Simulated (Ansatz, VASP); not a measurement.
**KI in VASP and in Ansatz**

```
K I
1.0
     0.00000    3.52656    3.52656
     3.52656    0.00000    3.52656
     3.52656    3.52656    0.00000
K I
1 1
Direct
  0.00000 0.00000 0.00000
  0.50000 0.50000 0.50000
```

Change from the starting cell: hydrostatic strain -0.5%.

Alike in both runs: task single point; functional PBE; k mesh 6 × 6 × 6; occupations fermi-dirac, width 0.02 eV; no spin polarisation.

```csv
,VASP,Ansatz
version,VASP 6.6.1,Ansatz 0.2.0
potentials or method,"VASP PAW PBE potentials, release 64 (K_sv, I)","plane waves, PAW"
plane-wave cutoff (eV),520,420
valence electrons in the cell,16,26
```

|  | VASP | Ansatz | Ansatz less VASP |
| --- | --- | --- | --- |
| gap on the k mesh at the Fermi level (eV) | 3.98 | 3.98 | +0.004 |
| pressure (GPa) | 0.7 | 0.7 | -0.04 |

VASP's potentials hold 16 valence electrons a cell and Ansatz's 26, so a difference there can come from the potentials and not from the codes.

Neither program's run includes spin-orbit coupling.
